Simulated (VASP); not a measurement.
Set up this calculation in VASP 6.6.1, as the native input.

```yaml
Task: single point
Functional: LDA
Potentials_or_basis: VASP PAW LDA potentials, release 64 (Cu_sv_GW, O)
Cutoff: 700 eV
k_mesh: 10 × 10 × 6
Occupations: fermi-dirac, width 0.05 eV
Spin: no spin polarisation
Dipole_correction: no
Second_run: valence_matched
Further_INCAR_settings: ALGO = Normal; EDIFF = 1e-06; NBANDS = 33
```

The structure of CuO lies in POSCAR:

```
CuO
1.0
    3.1795331000      0.0000000000      0.0000000000
   -1.5897665500      2.7535564400      0.0000000000
    0.0000000000      0.0000000000      4.4314907300
Cu O
2 2
Direct
    0.0000000000      0.0000000000      0.0000000000
    0.0000000000      0.0000000000      0.5000000000
    0.3333333333      0.6666666667      0.2500000000
    0.6666666667      0.3333333333      0.7500000000
```

The input as run:

INCAR

```
SYSTEM = CuO
ALGO = Normal
EDIFF = 1E-6
ENCUT = 700
GGA_COMPAT = .FALSE.
ISIF = 2
ISMEAR = -1
LASPH = .TRUE.
LCHARG = .FALSE.
LREAL = .FALSE.
LWAVE = .FALSE.
NBANDS = 33
NELM = 120
PREC = Accurate
SIGMA = 0.05
```

KPOINTS

```
k-points
0
G
  10 10 6
  0 0 0
```

Potentials or basis: VASP PAW LDA potentials, release 64 (Cu_sv_GW, O).

Launch:

```sh
$ cat potpaw_LDA.64/Cu_sv_GW/POTCAR potpaw_LDA.64/O/POTCAR > POTCAR
$ mpirun -np 1 vasp_std > vasp.out
```

Results of the run:

```
Pressure               : -12.7 GPa
Band gap on the k mesh : zero (band 25 reaches 5.94 eV, above the bottom of band 26 at 4.80 eV)
```

Caveat: semilocal functionals often make such compounds metallic where correlation or magnetic order opens a gap, which also shifts bond lengths.

Wall time 76 s on 1 thread of Intel(R) Xeon(R) 6975P-C (Granite Rapids), with other jobs on the host, peak memory 0.23 GiB.
